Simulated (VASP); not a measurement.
# Pt (R-3m) in VASP: notebook

The runs below take Pt through single point, with PBEsol.

Everything below comes from runs of VASP 6.6.1. Logs are shortened: lines on timing, memory, paths and dates and some standing lists are left out, and cuts for length are marked.

## (1) The cell of the first run

It takes space group R-3m (No. 166, trigonal). The conventional cell has a = 2.198 Å, b = 2.198 Å, c = 10.766 Å, α = 90.00°, β = 90.00°, γ = 120.00°. Pt (site symmetry -3m) has 6 Pt at 2.20 Å within 2.9 Å.

## (2) Single point, PBEsol

File INCAR:

```
SYSTEM = Pt
ALGO = Fast
EDIFF = 1E-6
ENCUT = 520
GGA = PS
ISIF = 2
ISMEAR = 0
LASPH = .TRUE.
LCHARG = .FALSE.
LREAL = .FALSE.
LWAVE = .FALSE.
NBANDS = 11
NELM = 100
PREC = Accurate
SIGMA = 0.15
```

File KPOINTS:

```
k-points
0
G
  24 24 24
  0 0 0
```

File POSCAR:

```
Pt
1.0
    1.0359908399      2.5899770997      2.5899770997
    2.5899770997      1.0359908399      2.5899770997
    2.5899770997      2.5899770997      1.0359908399
Pt
1
Direct
    0.0000000000      0.0000000000      0.0000000000
```

Potentials or basis: VASP PAW PBE potentials, release 64 (Pt).

The run is started by

```sh
> cat potpaw_PBE.64/Pt/POTCAR > POTCAR
> mpirun -np 1 vasp_std > vasp.out
```

OUTCAR:

```text
SYSTEM = Pt
   EDIFF = 1E-6
   ENCUT = 520
   GGA = PS
   ISIF = 2
   ISMEAR = 0
   LASPH = .TRUE.
   LREAL = .FALSE.
   NELM = 100
   PREC = Accurate

 ion  position               nearest neighbor table
   1  0.000  0.000  0.000-

  LATTYP: Found a trigonal (rhomboedric) cell.
 ALAT       =     3.8064734039
 COS(alpha) =     0.8333333333

  Lattice vectors:

 A1 = (   1.0359908399,   2.5899770997,   2.5899770997)
 A2 = (   2.5899770997,   1.0359908399,   2.5899770997)
 A3 = (   2.5899770997,   2.5899770997,   1.0359908399)

Analysis of symmetry for initial positions (statically):
=====================================================================
 Subroutine PRICEL returns:
 Original cell was already a primitive cell.

 Routine SETGRP: Setting up the symmetry group for a
 trigonal (rhombohedral) supercell.

 Subroutine GETGRP returns: Found 12 space group operations
 (whereof 12 operations were pure point group operations)
 out of a pool of 12 trial point group operations.

The static configuration has the point symmetry D_3d.

Analysis of symmetry for dynamics (positions and initial velocities):
=====================================================================
 Subroutine PRICEL returns:
 Original cell was already a primitive cell.

 Routine SETGRP: Setting up the symmetry group for a
 trigonal (rhombohedral) supercell.

 Subroutine GETGRP returns: Found 12 space group operations
 (whereof 12 operations were pure point group operations)
 out of a pool of 12 trial point group operations.

The dynamic configuration has the point symmetry D_3d.

 Subroutine INISYM returns: Found 12 space group operations
 (whereof 12 operations are pure point group operations),
 and found     1 'primitive' translations

----------------------------------------------------------------------------------------

                                     Primitive cell

  volume of cell :      15.0107

  direct lattice vectors                    reciprocal lattice vectors
     1.035990840  2.589977100  2.589977100    -0.375378694  0.268127639  0.268127639
     2.589977100  1.035990840  2.589977100     0.268127639 -0.375378694  0.268127639
     2.589977100  2.589977100  1.035990840     0.268127639  0.268127639 -0.375378694

  length of vectors
     3.806473404  3.806473404  3.806473404     0.533567264  0.533567264  0.533567264

  position of ions in fractional coordinates (direct lattice)
     0.000000000  0.000000000  0.000000000

  ion indices of the primitive-cell ions
   primitive index   ion index
                 1           1

----------------------------------------------------------------------------------------

 KPOINTS: k-points

Automatic generation of k-mesh.
 Grid dimensions read from file:
 generate k-points for:   24   24   24

 Generating k-lattice:

  Cartesian coordinates                     Fractional coordinates (reciprocal lattice)
    -0.015640779  0.011171985  0.011171985     0.041666667  0.000000000  0.000000000
     0.011171985 -0.015640779  0.011171985     0.000000000  0.041666667  0.000000000
     0.011171985  0.011171985 -0.015640779     0.000000000  0.000000000  0.041666667

  Length of vectors
     0.022231969  0.022231969  0.022231969

  Shift w.r.t. Gamma in fractional coordinates (k-lattice)
     0.000000000  0.000000000  0.000000000

 Subroutine IBZKPT returns following result:
 ===========================================

 Found   1313 irreducible k-points:

 Following reciprocal coordinates:
            Coordinates               Weight
  0.000000  0.000000  0.000000      1.000000
  0.041667  0.000000  0.000000      6.000000
  0.083333  0.000000  0.000000      6.000000
  0.125000  0.000000  0.000000      6.000000
  0.166667  0.000000  0.000000      6.000000
  0.208333  0.000000  0.000000      6.000000
[... 16 lines left out ...]
  0.416667  0.041667 -0.000000     12.000000
  0.458333  0.041667  0.000000     12.000000
 [... further k-points ...]
   k-points           NKPTS =   1313   k-points in BZ     NKDIM =   1313   number of bands    NBANDS=     11
   number of dos      NEDOS =    301   number of ions     NIONS =      1
   total plane-waves  NPLWV =  21952
   dimension x,y,z NGX =    28 NGY =   28 NGZ =   28
   dimension x,y,z NGXF=    56 NGYF=   56 NGZF=   56
   ions per type =               1
   NGX,Y,Z   is equivalent  to a cutoff of  12.23, 12.23, 12.23 a.u.
   NGXF,Y,Z  is equivalent  to a cutoff of  24.46, 24.46, 24.46 a.u.
 SYSTEM =  Pt
   PREC   = accura    normal or accurate (medium, high low for compatibility)
   ISTART =      0    job   : 0-new  1-cont  2-samecut
   ICHARG =      2    charge: 1-file 2-atom 10-const
   ISPIN  =      1    spin polarized calculation?
   LNONCOLLINEAR =      F non collinear calculations
   LSORBIT =      F    spin-orbit coupling
   LASPH  =      T    aspherical Exc in radial PAW
   ENCUT  =  520.0 eV  38.22 Ry    6.18 a.u.   7.08  7.08  7.08*2*pi/ulx,y,z
   NELM   =    100;   NELMIN=  2; NELMDL= -5     # of ELM steps
   EDIFF  = 0.1E-05   stopping-criterion for ELM
   LREAL  =      F    real-space projection
   EDIFFG = 0.1E-04   stopping-criterion for IOM
   NSW    =      0    number of steps for IOM
   IBRION =     -1    ionic relax: 0-MD 1-quasi-New 2-CG
   NFREE  =      0    steps in history (QN), initial steepest desc. (CG)
   ISIF   =      2    stress and relaxation
   ISYM   =      2    0-nonsym 1-usesym 2-fastsym
   POTIM  = 0.5000    time-step for ionic-motion
   TEBEG  =    0.0;   TEEND  =   0.0 temperature during run
   PSTRESS=    0.0 pullay stress
   NELECT =      10.0000    total number of electrons
   NUPDOWN=      -1.0000    fix difference up-down
   EMIN   =  10.00;   EMAX   =-10.00  energy-range for DOS
   EFERMI =   0.00;   METHOD = LEGACY
   ISMEAR =     0;   SIGMA  =   0.15  broadening in eV -4-tet -1-fermi 0-gaus
   EFERMI_NEDOS =   21; number of points for ismear=-14 and -15
   IALGO  =     68    algorithm
   IMIX   =      4    mixing-type and parameters
     AMIX     =   0.40;   BMIX     =  1.00
     AMIX_MAG =   1.60;   BMIX_MAG =  1.00
  volume/ion in A,a.u.               =      15.01       101.30
  Fermi-wavevector in a.u.,A,eV,Ry     =   1.429797  2.701924 27.814648  2.044319
  Thomas-Fermi vector in A             =   2.549712
   LORBIT       =      0    0 simple, 1 ext, 2 COOP (PROOUT), +10 PAW based schemes
   GGA     = PS    functional components
   LHFCALC =     F    Hartree Fock is set to
   AEXX    =    0.0000 exact exchange contribution
   IVDW    =     0    specifies the selected vdW correction
   LEPSILON=     F    determine dielectric tensor
   LRPA    =     F    only Hartree local field effects (RPA)
 non-spin polarized calculation
 RMM-DIIS sequential band-by-band and
 Gauss-broadening in eV      SIGMA  =   0.15
  energy-cutoff  :      520.00
  volume of cell :       15.01
 maximum number of plane-waves:       416
   NGX = 15   NGY = 15   NGZ = 15

 number of electron      10.0000000 magnetization

 number of electron       9.9999999 magnetization

 Free energy of the ion-electron system (eV)
  ---------------------------------------------------
  ext. energy  EPLUGINS =         0.00000000
  ---------------------------------------------------
  free energy    TOTEN  =        -2.10798670 eV

  energy without entropy =       -2.10267647  energy(sigma->0) =       -2.10533159

 E-fermi :  11.4760     XC(G=0): -12.9708

 val. band max:       11.4602140827   @ k =   0.2500   0.2083   0.2083
 cond. band min:      11.4790815890   @ k =  -0.2500   0.1667   0.1250
 fundamental gap:      0.0188675062
 Fermi energy:        11.4760283288

 k-point     1 :       0.0000    0.0000    0.0000
  band No.  band energies     occupation
      1      -1.4185      2.00000
      2       4.2082      2.00000
      3       5.0895      2.00000
      4       5.0895      2.00000
      5      12.4355      0.00000
      6      12.4355      0.00000
      7      15.0427      0.00000
      8      24.4743      0.00000
      9      27.3110      0.00000
     10      38.1026      0.00000
     11      41.1401      0.00000

 k-point     2 :       0.0417    0.0000    0.0000
  band No.  band energies     occupation
      1      -1.2611      2.00000
      2       4.2679      2.00000
      3       4.9750      2.00000
      4       5.2120      2.00000
      5      11.7949      0.00264
      6      12.3931      0.00000
      7      15.6881      0.00000
      8      24.5116      0.00000
      9      27.6236      0.00000
     10      38.1955      0.00000
     11      40.2476      0.00000

 k-point     3 :       0.0833    0.0000    0.0000
  band No.  band energies     occupation
      1      -0.8101      2.00000
      2       4.4427      2.00000
      3       4.6757      2.00000
      4       5.5764      2.00000
      5      10.6063      2.00000
      6      12.2705      0.00000
      7      16.8829      0.00000
      8      24.6301      0.00000
      9      28.5293      0.00000
     10      38.3155      0.00000
     11      38.7199      0.00000

 k-point     4 :       0.1250    0.0000    0.0000
  band No.  band energies     occupation
      1      -0.1468      2.00000
      2       4.3041      2.00000
      3       4.7454      2.00000
      4       6.1747      2.00000
      5       9.3499      2.00000
      6      12.0799      0.00000
      7      18.1208      0.00000
      8      24.8481      0.00000
      9      29.9406      0.00000
     10      36.8084      0.00000
     11      38.8112      0.00000
[... 239 lines left out ...]
 k-point    22 :       0.3750    0.0417   -0.0000
  band No.  band energies     occupation
      1      -0.4189      2.00000
      2       3.9128      2.00000
      3       8.1231      2.00000
      4       9.7766      2.00000
      5      10.5173      2.00000
      6      13.1517      0.00000
      7      21.5441      0.00000
      8      27.2015      0.00000
      9      27.8030      0.00000
     10      33.7748      0.00000
     11      37.2975      0.00000

 k-point    23 :       0.4167    0.0417   -0.0000
  band No.  band energies     occupation
      1      -0.7760      2.00000
      2       3.4143      2.00000
      3       8.7396      2.00000
      4      10.3247      2.00000
      5      11.4882      0.90855
      6      14.5510      0.00000
      7      21.7804      0.00000
      8      25.8299      0.00000
      9      27.7428      0.00000
     10      33.6840      0.00000
     11      35.9301      0.00000

 k-point    24 :       0.4583    0.0417    0.0000
  band No.  band energies     occupation
      1      -1.0245      2.00000
      2       3.0767      2.00000
      3       9.2197      2.00000
      4      10.1937      2.00000
      5      12.9030      0.00000
      6      15.6815      0.00000
      7      22.0592      0.00000
      8      24.5951      0.00000
      9      27.7396      0.00000
     10      33.1490      0.00000
     11      35.2136      0.00000

 [... further k-points ...]
[... 5 lines left out ...]
  --------------------------------------------------------------------------------------
  -------------------------------------------------------------------------------------
  Total       20.2798095     20.2798095     20.2798095    -10.0515402    -10.0515402    -10.0515402
  in kB     2164.5764972   2164.5764972   2164.5764972  -1072.8566131  -1072.8566131  -1072.8566131
  external PRESSURE =    2164.5764972 kB  Pullay stress =       0.0000000 kB

 VOLUME and BASIS-vectors are now :
 -----------------------------------------------------------------------------
  energy-cutoff  :      520.00
  volume of cell :       15.01
      direct lattice vectors                 reciprocal lattice vectors
     1.035990840  2.589977100  2.589977100    -0.375378694  0.268127639  0.268127639
     2.589977100  1.035990840  2.589977100     0.268127639 -0.375378694  0.268127639
     2.589977100  2.589977100  1.035990840     0.268127639  0.268127639 -0.375378694

 POSITION                                       TOTAL-FORCE (eV/Angst)
 -----------------------------------------------------------------------------------
      0.00000      0.00000      0.00000         0.000000      0.000000      0.000000
 -----------------------------------------------------------------------------------
    total drift:                               -0.000000     -0.000000     -0.000000

  FREE ENERGIE OF THE ION-ELECTRON SYSTEM (eV)
  ---------------------------------------------------
  free  energy   TOTEN  =        -2.1079866978 eV

  energy  without entropy=       -2.1026764733  energy(sigma->0) =       -2.10533159
```

It took 13 min on 1 thread of Intel Xeon 8259CL, shared host; peak memory 0.36 GiB.

What came out:

```
Free energy            : -2.1080 eV
Pressure               : 216.5 GPa
Band gap on the k mesh : zero (bands 5 and 6 overlap by 4.84 eV)
```

Stress tensor (GPa, compression positive):
```
 216.46 -107.29 -107.29
-107.29  216.46 -107.29
-107.29 -107.29  216.46
```

Levels at points of the mesh, in eV from the Fermi level:
```csv
k point,band 2,band 3,band 4,band 5,band 6,band 7,band 8,band 9
"(0.00, 0.00, 0.00)",-7.27,-6.39,-6.39,0.96,0.96,3.57,13.00,15.83
"(0.50, 0.00, 0.00)",-8.63,-2.00,-1.17,3.29,4.12,10.73,12.33,15.96
"(0.50, 0.50, 0.00)",-8.86,-1.31,-1.07,4.12,4.14,8.38,12.86,17.75
"(0.50, 0.50, 0.50)",-6.39,-6.39,-3.85,-2.94,0.99,0.99,15.77,15.99
```

Caveat: the cell stands under pressure; the PAW data sets were made with another functional, which shifts forces and pressure a little; spin-orbit coupling is left out, which moves the levels of the heavy elements.

## (3) Single point, PBEsol

This run uses another cell than the first one, of the same volume but with other edges.

File INCAR:

```
SYSTEM = Pt
ALGO = Fast
EDIFF = 1E-6
ENCUT = 520
GGA = PS
ISIF = 2
ISMEAR = 0
LASPH = .True.
LCHARG = .False.
LREAL = .False.
LWAVE = .False.
NBANDS = 11
NELM = 100
PREC = Accurate
SIGMA = 0.15
```

File KPOINTS:

```
k-points
0
Gamma
  24 24 24
  0 0 0
```

File POSCAR:

```
Pt
1.0
   -0.4243046543      1.7703745920      1.7703745920
    1.7703745920     -0.4243046543      1.7703745920
    1.7703745920      1.7703745920     -0.4243046543
Pt
1
Direct
    0.0000000000      0.0000000000      0.0000000000
```

Potentials or basis: VASP PAW PBE potentials, release 64 (Pt).

The run is started by

```sh
> cat potpaw_PBE.64/Pt/POTCAR > POTCAR
> mpirun -np 1 vasp_std > vasp.out
```

Run time: 5 min. Hardware: 1 thread of Intel Xeon 8259CL, shared host; peak memory 0.32 GiB.

The run converged. Its results:

- Free energy: -6.4092 eV
- Pressure: 27.2 GPa
- Band gap on the k mesh: zero (bands 5 and 6 overlap by 4.52 eV)

Stress tensor (GPa, compression positive):
```
27.23 13.47 13.47
13.47 27.23 13.47
13.47 13.47 27.23
```

Levels at points of the mesh, in eV from the Fermi level:
| k point | band 1 | band 2 | band 3 | band 4 | band 5 | band 6 | band 7 | band 8 | band 9 | band 10 |
| --- | --- | --- | --- | --- | --- | --- | --- | --- | --- | --- |
| (0.00, 0.00, 0.00) | -10.01 | -5.82 | -5.82 | -0.41 | -0.15 | -0.15 | 14.71 | 17.63 | 17.63 | 25.19 |
| (0.50, 0.00, 0.00) | -7.24 | -5.64 | -1.26 | -0.90 | -0.45 | -0.42 | 5.97 | 16.57 | 17.57 | 23.16 |
| (0.50, 0.50, 0.00) | -6.95 | -6.36 | -0.58 | -0.42 | 2.25 | 2.71 | 7.94 | 10.49 | 16.84 | 18.00 |
| (0.50, 0.50, 0.50) | -6.85 | -4.70 | -4.70 | 2.04 | 2.04 | 4.06 | 11.95 | 12.33 | 15.10 | 15.10 |

Caveat: the cell stands under pressure; the PAW data sets were made with another functional, which shifts forces and pressure a little; spin-orbit coupling is left out, which moves the levels of the heavy elements.

## (4) Single point, PBEsol

This run uses another cell than the first one, of the same volume but with other edges.

File INCAR:

```
PREC = Accurate ; ENCUT = 520
EDIFF = 1E-7 ; ISMEAR = 0
SIGMA = 0.15 ; LREAL = False
LASPH = True ; NELM = 60
ALGO = Fast ; ISIF = 2
LWAVE = False ; LCHARG = False
GGA = PS ; NBANDS = 11
```

File KPOINTS:

```
Automatic mesh
0
Gamma
  24 24 24
```

File POSCAR:

```
Pt
1.0
    0.4772472118      2.2232735965      2.2232735965
    2.2232735965      0.4772472118      2.2232735965
    2.2232735965      2.2232735965      0.4772472118
Pt
1
Direct
    0.0000000000      0.0000000000      0.0000000000
```

The run is started by

```sh
> cat potpaw_PBE.64/Pt/POTCAR > POTCAR
> mpirun -np 1 vasp_std > vasp.out
```

Wall time 5.9 min (1 thread of Intel Xeon 8259CL, shared host); peak memory 0.33 GiB.

It converged, with:

```
Free energy            : -6.0985 eV
Pressure               : 47.1 GPa
Band gap on the k mesh : zero (bands 5 and 6 overlap by 3.04 eV)
```

Stress tensor (GPa, compression positive):
```
 47.06 -32.09 -32.09
-32.09  47.06 -32.09
-32.09 -32.09  47.06
```

Levels at points of the mesh, in eV from the Fermi level:
| k point | band 3 | band 4 | band 5 | band 6 | band 7 | band 8 |
| --- | --- | --- | --- | --- | --- | --- |
| (0.00, 0.00, 0.00) | -4.10 | -4.10 | -0.09 | -0.09 | 10.24 | 17.07 |
| (0.50, 0.00, 0.00) | -1.60 | -1.60 | 1.09 | 2.00 | 8.96 | 12.43 |
| (0.50, 0.50, 0.00) | -0.49 | -0.09 | 2.03 | 2.56 | 8.70 | 10.60 |
| (0.50, 0.50, 0.50) | -4.18 | -2.29 | 0.34 | 0.34 | 1.33 | 16.37 |

Caveat: the cell stands under pressure; the PAW data sets were made with another functional, which shifts forces and pressure a little; spin-orbit coupling is left out, which moves the levels of the heavy elements.

[end of part 1 of 2]
